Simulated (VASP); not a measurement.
Set up this calculation in VASP 6.6.1, as the native input.

```
Task                   : relaxation of cell and atoms
Functional             : PBE
Potentials or basis    : VASP PAW PBE potentials, release 64 (Ni)
Cutoff                 : 600 eV
k mesh                 : 28 × 28 × 28
Occupations            : gaussian, width 0.1 eV
Spin                   : no spin polarisation
Dipole correction      : no
Further INCAR settings : ALGO = Normal; EDIFF = 1e-06; IBRION = 2; EDIFFG = -0.01; NSW = 100; ISIF = 3
```

The structure of Ni lies in POSCAR:

```
Ni
1.0
   -1.3966397294      1.3966397294      1.3966397294
    1.3966397294     -1.3966397294      1.3966397294
    1.3966397294      1.3966397294     -1.3966397294
Ni
1
Direct
    0.0000000000      0.0000000000      0.0000000000
```

This isn't the form of Ni at room conditions, which is fcc.

These files were run (other wordings do the same):

INCAR

```
PREC     = Accurate       # precision mode
ENCUT    = 600            # plane-wave cutoff, eV
EDIFF    = 1E-6           # SCF threshold, eV
ISMEAR   = 0              # smearing method
SIGMA    = 0.1            # smearing width, eV
LREAL    = False          # projectors in reciprocal space
LASPH    = True           # aspherical terms in the spheres
NELM     = 80             # most SCF steps
ALGO     = Normal         # electronic algorithm
ISIF     = 3              # what is computed and relaxed
LWAVE    = False          # write WAVECAR
LCHARG   = False          # write CHGCAR
GGA      = PE             # functional
IBRION   = 2              # ionic algorithm
NSW      = 100            # ionic steps
EDIFFG   = -0.01          # ionic threshold
```

KPOINTS

```
Automatic mesh
0
Gamma
  28 28 28
```

Potentials or basis: VASP PAW PBE potentials, release 64 (Ni).

Command:

```sh
$ cat potpaw_PBE.64/Ni/POTCAR > POTCAR
$ mpirun -np 1 vasp_std > vasp.out
```

It gave:

```json
{
 "Relaxed volume": "10.88 Å³/atom",
 "Relaxed cell": "a = 2.418 Å, b = 2.418 Å, c = 2.418 Å, α = 109.47°, β = 109.47°, γ = 109.47°",
 "Space group after relaxing (to 0.1 Å)": "Im-3m (No. 229)",
 "Energy gained by relaxing": "0.0 meV/atom",
 "Ionic steps": "3",
 "Pressure after relaxing": "0.0 GPa",
 "Band gap on the k mesh": "zero (bands 5 and 6 overlap by 1.02 eV)"
}
```

Caveat: the run has no spin polarisation, though such a crystal can be magnetic.

It took 58 s on 1 thread of Intel(R) Xeon(R) 6975P-C (Granite Rapids), with other jobs on the host, peak memory 0.2 GiB.
